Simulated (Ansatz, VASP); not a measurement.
P: VASP beside Ansatz

File INCAR:

```
PREC     = Accurate       # precision mode
ENCUT    = 520            # plane-wave cutoff, eV
EDIFF    = 1E-7           # SCF threshold, eV
ISMEAR   = -1             # smearing method
SIGMA    = 0.1            # smearing width, eV
LREAL    = F              # projectors in reciprocal space
LASPH    = T              # aspherical terms in the spheres
NELM     = 80             # most SCF steps
ALGO     = Normal         # electronic algorithm
ISIF     = 2              # what is computed and relaxed
LWAVE    = F              # write WAVECAR
LCHARG   = T              # write CHGCAR
GGA      = PE             # functional
LELF     = T              # ELF
LVHAR    = T            
NBANDS   = 8              # bands
```

File KPOINTS:

```
regular mesh
0
Gamma
  17 17 17
```

The input POSCAR:

```
P
1.0
   -1.3547121632      1.3547121632      1.3547121632
    1.3547121632     -1.3547121632      1.3547121632
    1.3547121632      1.3547121632     -1.3547121632
P
1
Direct
    0.0000000000      0.0000000000      0.0000000000
```

Input for Ansatz:

```yaml
crystal:
  lattice:
    - [-1.3547121632, 1.3547121632, 1.3547121632]
    - [1.3547121632, -1.3547121632, 1.3547121632]
    - [1.3547121632, 1.3547121632, -1.3547121632]
  atoms:
    - { symbol: P, position: [0.0, 0.0, 0.0] }
kpoints:
  mp_grid: { grid: [17, 17, 17] }
scf:
  occupations: { method: fermi_dirac, width: 0.1 }
hamiltonian:
  xc: pbe
  pseudopotentials: { kind: nc }
output:
  forces: true
  stress: true
  eigenvalues: true
```

Change from the starting cell: volume scaled by 0.7, norm-conserving files.

Alike in both runs: task single point; functional PBE; k mesh 17 × 17 × 17; occupations fermi-dirac, width 0.1 eV; no spin polarisation.

|  | VASP | Ansatz |
| --- | --- | --- |
| version | VASP 6.6.1 | Ansatz 0.2.0 |
| potentials or method | VASP PAW PBE potentials, release 64 (P) | norm-conserving pseudopotentials, scalar-relativistic |
| plane-wave cutoff (eV) | 520 | 599 |
| valence electrons in the cell | 5 | 5 |

Ansatz gave:

| Item | Value |
| --- | --- |
| pressure (GPa) | 71.4 |

What did VASP give for the same quantities?

Pressure (GPa): 69.9.

Both programs put the cell under a high pressure, so it lies far from rest at this level. With one functional, cell and mesh, what is left measures potentials, basis and numerics.

Noted on VASP's run: the cell as given lies far from equilibrium.
